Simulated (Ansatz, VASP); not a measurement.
NiO in VASP and in Ansatz

The input INCAR:

```
ALGO = Normal ; EDIFF = 1E-6
ENCUT = 700 ; GGA = PE
GGA_COMPAT = False ; ISIF = 2
ISMEAR = -1 ; ISPIN = 2
LASPH = True ; LCHARG = False
LDAU = True ; LDAUJ = 0 0
LDAUL = 2 -1 ; LDAUPRINT = 1
LDAUTYPE = 2 ; LDAUU = 6 0
LMAXMIX = 4 ; LORBIT = 11
LREAL = False ; LWAVE = False
MAGMOM = 1 0 ; NBANDS = 23
NELM = 200 ; PREC = Accurate
SIGMA = 0.05
```

KPOINTS

```
k-points
0
Gamma
  11 11 11
```

File POSCAR:

```
NiO
1.0
    0.0000000000      2.0859016414      2.0859016414
    2.0859016414      0.0000000000      2.0859016414
    2.0859016414      2.0859016414      0.0000000000
Ni O
1 1
Direct
    0.0000000000      0.0000000000      0.0000000000
    0.5000000000      0.5000000000      0.5000000000
```

input.yaml

```yaml
crystal:
  lattice:
    - [0.0, 2.0859016414, 2.0859016414]
    - [2.0859016414, 0.0, 2.0859016414]
    - [2.0859016414, 2.0859016414, 0.0]
  atoms:
    - { symbol: Ni, position: [0.0, 0.0, 0.0], spin: 1.0 }
    - { symbol: O, position: [0.5, 0.5, 0.5] }
hamiltonian:
  xc: pbe
  pseudopotentials: { kind: paw }
  hubbard: { sites: [{ species: Ni, l: d, u_eff: 6.0 }] }
magnetization:
  spin_polarized: true
kpoints:
  mp_grid: { grid: [11, 11, 11] }
  band_path:
    path:
      - [[0.0, 0.0, 0.0], [0.5, 0.0, 0.5], [0.5, 0.25, 0.75], [0.375, 0.375, 0.75], [0.0, 0.0, 0.0], [0.5, 0.5, 0.5], [0.625, 0.25, 0.625], [0.5, 0.25, 0.75], [0.5, 0.5, 0.5], [0.375, 0.375, 0.75]]
      - [[0.625, 0.25, 0.625], [0.5, 0.0, 0.5]]
    npoints: 14
scf:
  occupations: { method: fermi_dirac, width: 0.05 }
  n_extra_bands: 6
output:
  forces: true
  stress: true
  eigenvalues: true
  fatbands: false
  write_density: true
  write_potential: true
  elf: true
  volumetric_format: npy
```

Alike in both runs: functional PBE; k mesh 11 × 11 × 11; occupations fermi-dirac, width 0.05 eV; collinear spin; Hubbard terms Ni d U = 6.0 eV.

|  | VASP | Ansatz |
| --- | --- | --- |
| version | VASP 6.6.1 | Ansatz 0.2.0 |
| potentials or method | VASP PAW PBE potentials, release 64 (Ni_sv_GW, O) | Ansatz PAW |
| plane-wave cutoff (eV) | 700 | 420 |
| valence electrons in the cell | 24 | 24 |
| task | single point | band structure |

```csv
,VASP,Ansatz,Ansatz less VASP
gap on the k mesh at the Fermi level (eV),2.36,2.16,-0.200
least direct gap on the mesh (eV),3.31,2.84,-0.472
pressure (GPa),11.5,14.1,+2.68
net moment per atom (μB),1.00,1.00,0.000
size of the moment on the site where the two differ most (μB),1.78,1.72,-0.068
```

Site moments also hang on the region over which each program counts them. The programs project onto different local orbitals, so the same U acts differently, and such runs can settle in different states.

Noted on Ansatz's run: the magnetic or orbital state may not be the lowest.
